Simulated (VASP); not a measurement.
A run of VASP 6.6.1:

Contents of POSCAR:

```
SrCl2
1.0
    0.0000000000      3.4855000000      3.6249200000
    3.4855000000      0.0000000000      3.6249200000
    3.4855000000      3.4855000000      0.0000000000
Sr Cl
1 2
Direct
    0.0000000000      0.0000000000      0.0000000000
    0.2500000000      0.2500000000      0.2500000000
    0.7500000000      0.7500000000      0.7500000000
```

Contents of INCAR.step1:

```
PREC     = Accurate       # precision mode
ENCUT    = 520            # plane-wave cutoff, eV
ISMEAR   = 0              # smearing method
SIGMA    = 0.05           # smearing width, eV
LREAL    = False          # projectors in reciprocal space
LASPH    = True           # aspherical terms in the spheres
NELM     = 60             # most SCF steps
NBANDS   = 19             # bands
GGA      = PE             # functional
ALGO     = Normal         # electronic algorithm
EDIFF    = 1E-4           # SCF threshold, eV
LWAVE    = True           # write WAVECAR
LCHARG   = False          # write CHGCAR
```

The input INCAR.step2:

```
PREC     = Accurate       # precision mode
ENCUT    = 520            # plane-wave cutoff, eV
EDIFF    = 1E-6           # SCF threshold, eV
ISMEAR   = 0              # smearing method
SIGMA    = 0.05           # smearing width, eV
LREAL    = False          # projectors in reciprocal space
LASPH    = True           # aspherical terms in the spheres
NELM     = 60             # most SCF steps
ALGO     = Normal         # electronic algorithm
ISIF     = 2              # what is computed and relaxed
LWAVE    = False          # write WAVECAR
LCHARG   = False          # write CHGCAR
METAGGA  = R2SCAN         # meta-GGA
LMIXTAU  = True         
NBANDS   = 19             # bands
ISTART   = 1
```

Contents of KPOINTS:

```
regular mesh
0
Gamma
  6 6 6
```

Potentials or basis: VASP PAW PBE potentials, release 64 (Sr_sv, Cl).

Run with:

```sh
$ cat potpaw_PBE.64/Sr_sv/POTCAR potpaw_PBE.64/Cl/POTCAR > POTCAR
$ cp INCAR.step1 INCAR
$ mpirun -np 1 vasp_std > vasp.out
$ cp INCAR.step2 INCAR
$ mpirun -np 1 vasp_std > vasp.out
```

Hardware: 1 thread of Intel(R) Xeon(R) 6975P-C (Granite Rapids), on a shared host.

Problem. How long does it take, and how much memory?

Solution. Run time: 92 s on 1 thread of Intel(R) Xeon(R) 6975P-C (Granite Rapids), with other jobs on the host, peak memory 0.28 GiB. Counts: k points 30.
